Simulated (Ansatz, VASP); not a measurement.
**Two plane-wave programs on CdSn2**

File INCAR:

```
PREC = Accurate
ENCUT = 520
EDIFF = 1E-6
ISMEAR = 0
SIGMA = 0.1
LREAL = False
LASPH = True
NELM = 100
ALGO = Normal
ISIF = 2
LWAVE = False
LCHARG = False
GGA = PE
NBANDS = 27
```

KPOINTS

```
Automatic mesh
0
Gamma
  6 6 6
```

POSCAR

```
CdSn2
1.0
   -1.9488252545      1.9488252545      4.7807119525
    1.9488252545     -1.9488252545      4.7807119525
    1.9488252545      1.9488252545     -4.7807119525
Cd Sn
1 2
Direct
    0.0000000000      0.0000000000      0.0000000000
    0.6650000000      0.6650000000      0.0000000000
    0.3350000000      0.3350000000      0.0000000000
```

Input for Ansatz:

```yaml
crystal:
  lattice:
    - [-1.9488252545, 1.9488252545, 4.7807119525]
    - [1.9488252545, -1.9488252545, 4.7807119525]
    - [1.9488252545, 1.9488252545, -4.7807119525]
  atoms:
    - { symbol: Cd, position: [0.0, 0.0, 0.0] }
    - { symbol: Sn, position: [0.665, 0.665, 0.0] }
    - { symbol: Sn, position: [0.335, 0.335, 0.0] }
basis:
  ecutwfc: 420
kpoints:
  mp_grid: { grid: [6, 6, 6] }
hamiltonian:
  xc: pbe
scf:
  occupations: { method: gaussian, width: 0.1 }
  lower_state_search: "off"
output:
  forces: true
  stress: true
  eigenvalues: true
```

Alike in both runs: task single point; functional PBE; k mesh 6 × 6 × 6; occupations gaussian, width 0.1 eV; no spin polarisation.

|  | VASP | Ansatz |
| --- | --- | --- |
| version | VASP 6.6.1 | Ansatz 0.2.0 |
| potentials or method | VASP PAW PBE potentials, release 64 (Cd, Sn_d), cutoff 520 eV | scalar-relativistic, plane waves, PAW |
| valence electrons in the cell | 40 | 48 |

|  | VASP | Ansatz | Ansatz less VASP |
| --- | --- | --- | --- |
| gap on the k mesh at the Fermi level (eV) | none | none | - |
| pressure (GPa) | 5.8 | 5.7 | -0.07 |
| traceless stress, the component that is largest in VASP (GPa) | 0.58 | 0.58 | -0.006 |
| rms of the force components (eV/Å) | 0.080 | 0.078 | -0.0019 |

Atom by atom the forces differ by 0.002 eV/Å (rms over components). A gap of «none» marks a metal or a gap that the smearing closes. VASP's potentials hold 40 valence electrons a cell and Ansatz's 48, so a difference there can come from the potentials and not from the codes.

The k mesh is coarse, so the values compare programs but aren't converged.
